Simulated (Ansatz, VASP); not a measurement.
One calculation of CdTe, two programs

INCAR

```
SYSTEM = CdTe
ALGO = Normal
EDIFF = 1E-6
ENCUT = 520
GGA = PE
ISIF = 2
ISMEAR = 0
LASPH = .TRUE.
LCHARG = .FALSE.
LREAL = .FALSE.
LWAVE = .FALSE.
NBANDS = 16
NELM = 100
PREC = Accurate
SIGMA = 0.05
```

Contents of KPOINTS:

```
k-points
0
G
  8 8 8
  0 0 0
```

Contents of POSCAR:

```
CdTe
1.0
    0.0000000000      3.1088500000      3.1088500000
    3.1088500000      0.0000000000      3.1088500000
    3.1088500000      3.1088500000      0.0000000000
Cd Te
1 1
Direct
    0.0000000000      0.0000000000      0.0000000000
    0.7500000000      0.7500000000      0.7500000000
```

Input for Ansatz:

```yaml
crystal:
  lattice:
    - [0.0, 3.10885, 3.10885]
    - [3.10885, 0.0, 3.10885]
    - [3.10885, 3.10885, 0.0]
  atoms:
    - { symbol: Cd, position: [0.0, 0.0, 0.0] }
    - { symbol: Te, position: [0.75, 0.75, 0.75] }
basis:
  ecutwfc: 420
kpoints:
  mp_grid: { grid: [8, 8, 8] }
hamiltonian:
  xc: pbe
scf:
  occupations: { method: gaussian, width: 0.05 }
output:
  forces: true
  stress: true
  eigenvalues: true
```

Change from the starting cell: strain -0.030 along x and y, -0.030 along z, atoms carried along.

Alike in both runs: task single point; functional PBE; k mesh 8 × 8 × 8; occupations gaussian, width 0.05 eV; no spin polarisation.

|  | VASP | Ansatz |
| --- | --- | --- |
| version | VASP 6.6.1 | Ansatz 0.2.0 |
| potentials or method | VASP PAW PBE potentials, release 64 (Cd, Te), cutoff 520 eV | scalar-relativistic, plane waves, PAW |
| valence electrons in the cell | 18 | 36 |

|  | VASP | Ansatz | Ansatz less VASP |
| --- | --- | --- | --- |
| gap on the k mesh at the Fermi level (eV) | 1.16 | 1.16 | -0.005 |
| least direct gap on the mesh (eV) | 1.16 | 1.16 | -0.005 |
| pressure (GPa) | 10.5 | 10.3 | -0.23 |

The functional is the same, so the differences come from potentials, cutoffs and numerics. VASP's potentials hold 18 valence electrons a cell and Ansatz's 36, so a difference there can come from the potentials and not from the codes.

Neither program's run includes spin-orbit coupling.
